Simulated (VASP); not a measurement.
Here is a VASP 6.6.1 calculation.

File INCAR:

```
SYSTEM = GdN
  PREC = Accurate
  ENCUT = 520
  EDIFF = 1E-6
  ISMEAR = 0
  SIGMA = 0.05
  LREAL = .False.
  LASPH = .True.
  NELM = 150
  ALGO = Normal
  ISIF = 2
  LWAVE = .False.
  LCHARG = .False.
  ISPIN = 2
  MAGMOM = 7.54 0
  LORBIT = 11
  LMAXMIX = 6
  GGA = PE
  NBANDS = 22
```

KPOINTS

```
Automatic mesh
0
Gamma
  12 12 12
  0 0 0
```

File POSCAR:

```
GdN
1.0
    0.0000000000      2.4586016841      2.4586016841
    2.4586016841      0.0000000000      2.4586016841
    2.4586016841      2.4586016841      0.0000000000
Gd N
1 1
Direct
    0.0000000000      0.0000000000      0.0000000000
    0.5000000000      0.5000000000      0.5000000000
```

Potentials or basis: VASP PAW PBE potentials, release 64 (Gd, N).

Command:

```console
$ cat potpaw_PBE.64/Gd/POTCAR potpaw_PBE.64/N/POTCAR > POTCAR
$ mpirun -np 1 vasp_std > vasp.out
```

Task: What does it give for the pressure?

Result: 6.6 GPa.

Task: Predict the band gap on the k mesh.

Result: Zero (filled and empty bands overlap).

Task: What does it give for the net moment?

Result: 7.00 μB per cell.

Caveat: the cell stands under pressure; spin-orbit coupling is left out, which moves the levels of the heavy elements; a cell with one magnetic atom can't hold antiferromagnetic order, which such compounds often take; semilocal functionals describe open f shells poorly, which spoils levels, moments and volumes. With open d or f shells a metallic result of PBE can be an artefact of self-interaction; +U or a hybrid may open a gap.
